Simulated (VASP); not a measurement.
**Mn: single point with PBE**

Crystal: Mn.

```
Mn
1.0
    -1.54858    1.54858    1.54858
     1.54858   -1.54858    1.54858
     1.54858    1.54858   -1.54858
Mn
1
Direct
  0.00000 0.00000 0.00000
```

```yaml
Program: VASP 6.6.1
Task: single point
Functional: PBE
Potentials_or_basis: VASP PAW PBE potentials, release 64 (Mn_pv)
Cutoff: 500 eV
k_mesh: 8 × 8 × 8, shifted
Occupations: tetrahedron
Spin: no spin polarisation
Dipole_correction: no
Further_INCAR_settings: ALGO = Normal; EDIFF = 1e-06; NBANDS = 12
```

- Pressure: -42.3 GPa

Levels at points of the mesh, in eV from the Fermi level:
| k point | band 2 | band 3 | band 4 | band 5 | band 6 | band 7 | band 8 | band 9 | band 10 | band 11 |
| --- | --- | --- | --- | --- | --- | --- | --- | --- | --- | --- |
| (0.06, 0.06, 0.06) | -48.03 | -48.03 | -6.27 | -1.22 | -1.22 | -0.56 | 0.15 | 0.15 | 18.18 | 18.18 |

Wall time 3.5 s on 1 thread of AMD EPYC 9R45 96-Core Processor (Zen 5) (shared host), peak memory 0.09 GiB.

Caveat: the run has no spin polarisation, though such a crystal can be magnetic. Spin polarisation is off, so any magnetic state and its effect on volume and gap are missing.
